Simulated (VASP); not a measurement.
A run of VASP 6.6.1:

Contents of INCAR:

```
SYSTEM = InSe
PREC     = Accurate       ! precision mode
ENCUT    = 520            ! plane-wave cutoff, eV
EDIFF    = 1E-6           ! SCF threshold, eV
ISMEAR   = 0              ! smearing method
SIGMA    = 0.01           ! smearing width, eV
LREAL    = .FALSE.        ! projectors in reciprocal space
LASPH    = .TRUE.         ! aspherical terms in the spheres
NELM     = 100            ! most SCF steps
ALGO     = Normal         ! electronic algorithm
ISIF     = 2              ! what is computed and relaxed
LWAVE    = .FALSE.        ! write WAVECAR
LCHARG   = .FALSE.        ! write CHGCAR
NBANDS   = 48             ! bands
```

File KPOINTS:

```
regular mesh
0
G
  12 12 4
  0 0 0
```

File POSCAR:

```
InSe
1.0
    3.9730471506      0.0000000000      0.0000000000
   -1.9865235753      3.4407597628      0.0000000000
    0.0000000000      0.0000000000     16.2646005257
In Se
4 4
Direct
    0.0000000000      0.0000000000      0.5842983764
    0.0000000000      0.0000000000      0.4157016236
    0.3333333333      0.6666666667      0.9156978449
    0.3333333333      0.6666666667      0.0843021551
    0.6666666667      0.3333333333      0.8377481121
    0.6666666667      0.3333333333      0.1622518879
    0.3333333333      0.6666666667      0.6621803354
    0.3333333333      0.6666666667      0.3378196646
```

Potentials or basis: VASP PAW LDA potentials, release 64 (In_d, Se).

Launch:

```sh
$ cat potpaw_LDA.64/In_d/POTCAR potpaw_LDA.64/Se/POTCAR > POTCAR
$ mpirun -np 1 vasp_std > vasp.out
```

Hardware: 1 thread of Intel(R) Xeon(R) Platinum 8259CL CPU @ 2.50GHz (Skylake/Cascade Lake) (shared host).

Problem. How long does it take, and how much memory?

Solution. It took 18 min on 1 thread of Intel(R) Xeon(R) Platinum 8259CL CPU @ 2.50GHz (Skylake/Cascade Lake), on a shared host, peak memory 0.56 GiB. Counts: scf iterations 14, k points 57.
